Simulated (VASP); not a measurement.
## W: single point with PBEsol

W:

```
CELL_PARAMETERS angstrom
0.00000 2.03000 2.09090
2.03000 0.00000 2.09090
2.03000 2.03000 0.00000
ATOMIC_POSITIONS crystal
W 0.00000 0.00000 0.00000
```

This cell differs from its parent crystal: strain +0.000 along x and y, +0.030 along z.

- Program: VASP 6.6.1
- Task: single point
- Functional: PBEsol
- Potentials or basis: VASP PAW PBE potentials, release 64 (W_sv)
- Cutoff: 520 eV
- k mesh: 20 × 20 × 20
- Occupations: gaussian, width 0.15 eV
- Spin: no spin polarisation
- Dipole correction: no
- Further INCAR settings: ALGO = Fast; EDIFF = 1e-06; NBANDS = 13

```json
{
  "Pressure": "-19.2 GPa",
  "Band gap on the k mesh": "zero (band 7 reaches 12.66 eV, above the bottom of band 8 at 9.22 eV)"
}
```

Stress tensor (GPa, compression positive):
```
-21.73   0.00   0.00
  0.00 -21.73   0.00
  0.00   0.00 -14.08
```

Levels at points of the mesh, in eV from the Fermi level:
| k point | band 4 | band 5 | band 6 | band 7 | band 8 | band 9 | band 10 | band 11 |
| --- | --- | --- | --- | --- | --- | --- | --- | --- |
| (0.00, 0.00, 0.00) | -37.43 | -8.77 | -0.77 | -0.40 | -0.40 | 2.08 | 2.64 | 12.75 |
| (0.50, 0.00, 0.00) | -37.54 | -5.37 | -0.94 | -0.53 | 0.50 | 4.57 | 4.80 | 9.55 |
| (0.50, 0.50, 0.00) | -37.76 | -5.22 | -4.20 | 2.42 | 4.68 | 5.34 | 5.34 | 11.57 |
| (0.50, 0.00, 0.50) | -37.80 | -5.18 | -4.26 | 2.98 | 4.60 | 5.15 | 5.60 | 10.96 |

It took 85 s on 1 thread of Intel(R) Xeon(R) Platinum 8259CL CPU @ 2.50GHz (Skylake/Cascade Lake), with other jobs on the host, peak memory 0.25 GiB.

Caveat: the cell differs from its parent crystal (strain +0.000 along x and y, +0.030 along z); the PAW data sets were made with another functional, which shifts forces and pressure a little; spin-orbit coupling is left out, which moves the levels of the heavy elements.
